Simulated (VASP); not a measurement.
## Ti: single point with PBE

Ti:

```
Ti
1.0
     4.10915    0.00000    0.00000
     0.00000    4.10915    0.00000
     0.00000    0.00000    4.10915
Ti
4
Direct
  0.03000 0.03000 0.03000
  0.47000 0.97000 0.53000
  0.53000 0.47000 0.97000
  0.97000 0.53000 0.47000
```

```yaml
Program: VASP 6.6.1
Task: single point
Functional: PBE
Potentials_or_basis: VASP PAW PBE potentials, release 64 (Ti_sv)
Cutoff: 520 eV
k_mesh: 4 × 4 × 4
Occupations: gaussian, width 0.1 eV
Spin: no spin polarisation
Dipole_correction: no
Further_INCAR_settings: ALGO = Normal; EDIFF = 1e-06; NBANDS = 32
```

```json
{
 "Pressure": "1.7 GPa",
 "Largest force": "1.459 eV/Å",
 "Band gap on the k mesh": "zero (band 24 reaches 9.04 eV, above the bottom of band 25 at 8.01 eV)"
}
```

Forces in eV/Å, atoms in the order of the input:
```
Ti  -0.842 -0.842 -0.842
Ti   0.842  0.842 -0.842
Ti  -0.842  0.842  0.842
Ti   0.842 -0.842  0.842
```

Levels at points of the mesh, in eV from the Fermi level:
```
           k point  band 21  band 22  band 23  band 24  band 25  band 26  band 27  band 28
(0.00, 0.00, 0.00)    -1.45    -1.45    -1.45     0.97     0.97     0.97     2.50     2.50
(0.50, 0.00, 0.00)    -0.57    -0.57    -0.21    -0.21    -0.07    -0.07     1.08     1.08
(0.50, 0.50, 0.00)    -0.47    -0.47    -0.30    -0.30     0.08     0.08     0.51     0.51
(0.50, 0.50, 0.50)     0.50     0.50     0.50     0.50     0.83     0.83     0.83     0.83
```

Run time: 12 s on 1 thread of Intel(R) Xeon(R) 6975P-C (Granite Rapids), with other jobs on the host, peak memory 0.17 GiB.

Caveat: the k points lie up to 0.38 Å⁻¹ apart; forces of over 1 eV/Å act on the atoms, so gaps and moduli don't describe the material at rest.
